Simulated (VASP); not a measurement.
Here is a VASP 6.6.1 calculation.

File POSCAR:

```
Sr2TaPO6
1.0
    0.0000000000      5.5444035121      0.0000000000
    5.5444035121      0.0000000000      0.0000000000
    2.7722017561      2.7722017561     -4.0396073040
Sr P Ta O
2 1 1 6
Direct
    0.7500000000      0.2500000000      0.5000000000
    0.2500000000      0.7500000000      0.5000000000
    0.0000000000      0.0000000000      0.0000000000
    0.5000000000      0.5000000000      0.0000000000
    0.2552383683      0.2552383683      0.4895232634
    0.7447616317      0.7447616317      0.5104767366
    0.2029511148      0.3033013723      0.0000000000
    0.3033013723      0.7970488852      0.0000000000
    0.7970488852      0.6966986277      0.0000000000
    0.6966986277      0.2029511148      0.0000000000
```

The input INCAR.step1:

```
SYSTEM = Sr2TaPO6
  ALGO = Normal
  EDIFF = 1E-4
  ENCUT = 520
  GGA = PE
  ISMEAR = -1
  LASPH = .TRUE.
  LCHARG = .FALSE.
  LREAL = .FALSE.
  LWAVE = .TRUE.
  NBANDS = 47
  NELM = 80
  PREC = Accurate
  SIGMA = 0.1
```

The input INCAR.step2:

```
SYSTEM = Sr2TaPO6
  ALGO = Normal
  EDIFF = 1E-7
  ENCUT = 520
  ISIF = 2
  ISMEAR = -1
  ISTART = 1
  LASPH = .TRUE.
  LCHARG = .FALSE.
  LMIXTAU = .TRUE.
  LREAL = .FALSE.
  LWAVE = .FALSE.
  METAGGA = R2SCAN
  NBANDS = 47
  NELM = 80
  PREC = Accurate
  SIGMA = 0.1
```

The input KPOINTS:

```
k-points
0
G
  5 5 5
  0 0 0
```

Potentials or basis: VASP PAW PBE potentials, release 64 (Sr_sv, P, Ta_pv, O).

Run with:

```sh
$ cat potpaw_PBE.64/Sr_sv/POTCAR potpaw_PBE.64/P/POTCAR potpaw_PBE.64/Ta_pv/POTCAR potpaw_PBE.64/O/POTCAR > POTCAR
$ cp INCAR.step1 INCAR
$ mpirun -np 1 vasp_std > vasp.out
$ cp INCAR.step2 INCAR
$ mpirun -np 1 vasp_std > vasp.out
```

Task: Predict the pressure.

Result: 5.7 GPa.

Task: Estimate the band gap on the k mesh.

Result: 1.65 eV, direct.

Task: What does it give for the largest force?

Result: 0.135 eV/Å.

Forces on the atoms (eV/Å):
```
Sr   0.000  0.000  0.000
Sr   0.000  0.000  0.000
P    0.000  0.000  0.000
Ta   0.000  0.000  0.000
O    0.000  0.000 -0.135
O    0.000  0.000  0.135
O   -0.096 -0.087  0.000
O    0.087 -0.096  0.000
O    0.096  0.087  0.000
O   -0.087  0.096  0.000
```

Caveat: the PAW data sets were made with another functional, which shifts forces and pressure a little; spin-orbit coupling is left out, which moves the levels of the heavy elements. r2SCAN opens gaps a little over a GGA but as a rule still falls short of measured ones.
